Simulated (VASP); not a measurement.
## Fe: single point with BLYP

The system is Fe.

```
Fe
1.0
     0.00000    2.47172    2.47172
     2.47172    0.00000    2.47172
     2.47172    2.47172    0.00000
Fe
2
Direct
  0.12500 0.12500 0.12500
  0.87500 0.87500 0.87500
```

```json
{"Program": "VASP 6.6.1", "Task": "single point", "Functional": "BLYP", "Potentials or basis": "VASP PAW PBE potentials, release 64 (Fe)", "Cutoff": "520 eV", "k mesh": "12 × 12 × 12", "Occupations": "fermi-dirac, width 0.1 eV", "Spin": "no spin polarisation", "Dipole correction": "no", "Further INCAR settings": "ALGO = Normal; EDIFF = 1e-06; NBANDS = 15"}
```

```json
{"Pressure": "-0.8 GPa", "Band gap on the k mesh": "zero (band 8 reaches 3.96 eV, above the bottom of band 9 at 3.32 eV)"}
```

Levels at points of the mesh, in eV from the Fermi level:
| k point | band 5 | band 6 | band 7 | band 8 | band 9 | band 10 | band 11 | band 12 |
| --- | --- | --- | --- | --- | --- | --- | --- | --- |
| (0.00, 0.00, 0.00) | -2.33 | -2.33 | -0.39 | -0.39 | -0.39 | 1.14 | 1.14 | 13.97 |
| (0.50, 0.00, 0.00) | -2.35 | -2.35 | -0.89 | 0.15 | 0.15 | 0.90 | 0.90 | 2.33 |
| (0.50, 0.50, 0.00) | -1.35 | -1.35 | -0.70 | -0.70 | 1.09 | 1.09 | 2.67 | 2.67 |

It took 65 s on 1 thread of Intel(R) Xeon(R) Platinum 8259CL CPU @ 2.50GHz (Skylake/Cascade Lake), with other jobs on the host, peak memory 0.17 GiB.

Caveat: the PAW data sets were made with another functional, which shifts forces and pressure a little; the run has no spin polarisation, though such a crystal can be magnetic. Spin polarisation is off, so any magnetic state and its effect on volume and gap are missing.
